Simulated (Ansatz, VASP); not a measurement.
# B: VASP beside Ansatz

INCAR

```
SYSTEM = B
ALGO = Normal
EDIFF = 1E-6
EDIFFG = -0.04
ENCUT = 600
GGA = PE
IBRION = 2
ISIF = 3
ISMEAR = 0
LASPH = .True.
LCHARG = .False.
LREAL = .False.
LWAVE = .False.
NELM = 80
NSW = 90
PREC = Accurate
SIGMA = 0.1
```

Contents of KPOINTS:

```
k-points
0
Gamma
  6 6 6
  0 0 0
```

POSCAR

```
B
1.0
    2.5144252900      0.0000000000      0.0000000000
    0.0000000000      2.5144252900      0.0000000000
    0.0000000000      0.0000000000      3.4934904900
B
3
Direct
    0.5000000000      0.5000000000      0.2196885000
    0.5000000000      0.5000000000      0.7803115000
    0.0000000000      0.0000000000      0.0000000000
```

Input for Ansatz:

```yaml
crystal:
  lattice:
    - [2.51442529, 0.0, 0.0]
    - [0.0, 2.51442529, 0.0]
    - [0.0, 0.0, 3.49349049]
  atoms:
    - { symbol: B, position: [0.5, 0.5, 0.2196885] }
    - { symbol: B, position: [0.5, 0.5, 0.7803115] }
    - { symbol: B, position: [0.0, 0.0, 0.0] }
basis:
  ecutwfc: 420
kpoints:
  mp_grid: { grid: [6, 6, 6] }
hamiltonian:
  xc: pbe
scf:
  occupations: { method: gaussian, width: 0.1 }
  lower_state_search: "off"
output:
  forces: true
  stress: true
  eigenvalues: true
relax:
  adjacent_minimum: "off"
  f_tol: 0.04
  max_steps: 70
  cell: { stress_tol: 0.4 }
```

Alike in both runs: task relaxation of cell and atoms; functional PBE; k mesh 6 × 6 × 6; occupations gaussian, width 0.1 eV; no spin polarisation.

|  | VASP | Ansatz |
| --- | --- | --- |
| version | VASP 6.6.1 | Ansatz 0.2.0 |
| potentials or method | VASP PAW PBE potentials, release 64 (B), cutoff 600 eV | scalar-relativistic, plane waves, PAW |
| valence electrons in the cell | 9 | 9 |

```csv
,VASP,Ansatz,Ansatz less VASP
"gap on the k mesh at the Fermi level, each at its own relaxed structure (eV)",none,none,-
relaxed volume (Å³/atom),7.04,7.04,+0.005
relaxed cell length with the largest relative difference (Å),2.481,2.482,+0.0009
```

A gap of «none» marks a metal or a gap that the smearing closes.

The k mesh is coarse, so the values compare programs but aren't converged.
